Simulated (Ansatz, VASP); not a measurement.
# One calculation of MnSb, two programs

```
Mn Sb
1.0
     0.00000    2.78582    2.78582
     2.78582    0.00000    2.78582
     2.78582    2.78582    0.00000
Mn Sb
1 1
Direct
  0.00000 0.00000 0.00000
  0.50000 0.50000 0.50000
```

Alike in both runs: task electric field gradients; functional PBEsol; k mesh 11 × 11 × 11; occupations fermi-dirac, width 0.03 eV; collinear spin.

```csv
,VASP,Ansatz
version,VASP 6.6.1,Ansatz 0.2.0
potentials or method,"VASP PAW PBE potentials, release 64 (Mn_pv, Sb)","PAW with Ansatz's default frozen-core files, scalar-relativistic"
plane-wave cutoff (eV),520,420
valence electrons in the cell,18,30
```

```csv
,VASP,Ansatz,Ansatz less VASP
pressure (GPa),-3.7,-3.8,-0.10
net moment per atom (μB),1.89,1.89,+0.002
size of the moment on the site where the two differ most (μB),3.71,3.74,+0.039
```

VASP's potentials were made for PBE, not for PBEsol. Site moments also hang on the region over which each program counts them. VASP's potentials hold 18 valence electrons a cell and Ansatz's 30, so a difference there can come from the potentials and not from the codes.

Spin-orbit coupling is off throughout.
